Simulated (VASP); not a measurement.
Input of a VASP 6.6.1 run:

The input INCAR:

```
ALGO = Normal ; EDIFF = 1E-7
EDIFFG = -0.002 ; ENCUT = 750
GGA = PS ; GGA_COMPAT = F
IBRION = 2 ; ISIF = 3
ISMEAR = 0 ; LASPH = T
LCHARG = F ; LREAL = F
LWAVE = F ; NELM = 120
NELMIN = 4 ; NSW = 100
PREC = Accurate ; PSTRESS = 100.0
SIGMA = 0.01
```

File KPOINTS:

```
k-points
0
Gamma
  8 8 8
```

Contents of POSCAR:

```
Li2S
1.0
    0.0000000000      2.8273111174      2.8273111174
    2.8273111174      0.0000000000      2.8273111174
    2.8273111174      2.8273111174      0.0000000000
Li S
2 1
Direct
    0.2500000000      0.2500000000      0.2500000000
    0.7500000000      0.7500000000      0.7500000000
    0.0000000000      0.0000000000      0.0000000000
```

Potentials or basis: VASP PAW PBE potentials, release 64 (Li_sv, S).

Launch:

```bash
$ cat potpaw_PBE.64/Li_sv/POTCAR potpaw_PBE.64/S/POTCAR > POTCAR
$ mpirun -np 1 vasp_std > vasp.out
```

Task: Predict the relaxed cell.

Result: a = 3.780 Å, b = 3.780 Å, c = 3.780 Å, α = 60.00°, β = 60.00°, γ = 60.00°.

Task: Predict the band gap on the k mesh.

Result: 3.03 eV (least direct gap 4.90 eV).

Final structure:
```xyz
3
Lattice="0.0000 2.6729 2.6729 2.6729 0.0000 2.6729 2.6729 2.6729 0.0000" Properties=species:S:1:pos:R:3 pbc="T T T"
Li    1.3365    1.3365    1.3365
Li    4.0094    4.0094    4.0094
S     0.0000    0.0000    0.0000
```

Caveat: the cell is relaxed towards a set pressure, so the run minimises the enthalpy, not the energy. A k mesh can miss the band edges.
